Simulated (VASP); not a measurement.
Wanted: the native input for a VASP 6.6.1 run.

* Task: single point
* Functional: PBE
* Potentials or basis: VASP PAW PBE potentials, release 64 (Zn, Br)
* Cutoff: 520 eV
* k mesh: 12 × 12 × 4
* Occupations: gaussian, width 0.1 eV
* Spin: no spin polarisation
* Dipole correction: no
* Further INCAR settings: ALGO = Normal; EDIFF = 1e-06; NBANDS = 33

The structure of Zn3Br2 lies in POSCAR:

```
Zn3Br2
1.0
    3.6122821519      0.0000000000      0.0000000000
   -1.8061410759      3.1283281092      0.0000000000
    0.0000000000      0.0000000000     11.2560704106
Zn Br
3 2
Direct
    0.0000000000      0.0000000000      0.0000000000
    0.3333333333      0.6666666667      0.8352887188
    0.6666666667      0.3333333333      0.1647112812
    0.3333333333      0.6666666667      0.3042821019
    0.6666666667      0.3333333333      0.6957178981
```

These files were run (other wordings do the same):

INCAR

```
PREC = Accurate
ENCUT = 520
EDIFF = 1E-6
ISMEAR = 0
SIGMA = 0.1
LREAL = False
LASPH = True
NELM = 60
ALGO = Normal
ISIF = 2
LWAVE = False
LCHARG = False
GGA = PE
NBANDS = 33
```

KPOINTS

```
Automatic mesh
0
Gamma
  12 12 4
```

Potentials or basis: VASP PAW PBE potentials, release 64 (Zn, Br).

Command:

```console
$ cat potpaw_PBE.64/Zn/POTCAR potpaw_PBE.64/Br/POTCAR > POTCAR
$ mpirun -np 1 vasp_std > vasp.out
```

Results of the run:

```json
{
  "Pressure": "0.1 GPa",
  "Largest force": "0.023 eV/Å",
  "Band gap on the k mesh": "zero (band 25 reaches 0.96 eV, above the bottom of band 26 at 0.29 eV)"
}
```

Caveat: this functional lacks dispersion, which binds the layers, so the pressure and a relaxed spacing across them are unreliable.

It took 5 min on 1 thread of AMD EPYC 7R43 64-Core Processor (Zen 3), with other jobs on the host, peak memory 0.35 GiB.
